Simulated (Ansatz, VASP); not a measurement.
TiGe8Mo3: VASP beside Ansatz

```
CELL_PARAMETERS angstrom
3.56012 0.00000 0.00000
0.00000 7.12023 0.00000
0.00000 0.00000 8.77794
ATOMIC_POSITIONS crystal
Ti 0.50000 0.50000 0.50000
Ge 0.00000 0.75000 0.66167
Ge 0.50000 0.00000 0.16167
Ge 0.00000 0.25000 0.66167
Ge 0.50000 0.50000 0.16167
Ge 0.00000 0.75000 0.33833
Ge 0.50000 0.00000 0.83833
Ge 0.00000 0.25000 0.33833
Ge 0.50000 0.50000 0.83833
Mo 0.00000 0.75000 0.00000
Mo 0.50000 0.00000 0.50000
Mo 0.00000 0.25000 0.00000
```

Alike in both runs: task single point; functional PBE; k mesh 6 × 4 × 2; occupations gaussian, width 0.1 eV; no spin polarisation.

|  | VASP | Ansatz |
| --- | --- | --- |
| version | VASP 6.6.1 | Ansatz 0.2.0 |
| potentials or method | VASP PAW PBE potentials, release 64 (Ti_sv, Ge_d, Mo_sv), cutoff 500 eV | scalar-relativistic, plane waves, PAW |
| valence electrons in the cell | 166 | 166 |

VASP gave:

```
gap on the k mesh at the Fermi level (eV)                     : none
pressure (GPa)                                                : -17.0
traceless stress, the component that is largest in VASP (GPa) : 0.99
rms of the force components (eV/Å)                            : 0.201
```

Estimate Ansatz's values.

gap on the k mesh at the Fermi level (eV): none; pressure (GPa): -17.1; traceless stress, the component that is largest in VASP (GPa): 0.99; rms of the force components (eV/Å): 0.203.

Atom by atom the forces differ by 0.002 eV/Å (rms over components). A gap of «none» marks a metal or a gap that the smearing closes.
